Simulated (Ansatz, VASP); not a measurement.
# One calculation of Ba2C, two programs

```xyz
3
Lattice="0.0000 3.5167 3.5167 3.5167 0.0000 3.5167 3.5167 3.5167 0.0000" Properties=species:S:1:pos:R:3 pbc="T T T"
C     0.0000    0.0000    0.0000
Ba    1.7583    1.7583    1.7583
Ba    5.2750    5.2750    5.2750
```

Alike in both runs: task single point; functional PBE; k mesh 6 × 6 × 6; occupations fermi-dirac, width 0.02 eV; no spin polarisation.

|  | VASP | Ansatz |
| --- | --- | --- |
| version | VASP 6.6.1 | Ansatz 0.2.0 |
| potentials or method | VASP PAW PBE potentials, release 64 (C, Ba_sv) | plane waves, PAW |
| plane-wave cutoff (eV) | 520 | 420 |
| valence electrons in the cell | 24 | 24 |

```csv
,VASP,Ansatz,Ansatz less VASP
pressure (GPa),1.3,0.0,-1.25
```

The functional is the same, so the differences come from potentials, cutoffs and numerics.

Neither program's run includes spin-orbit coupling.
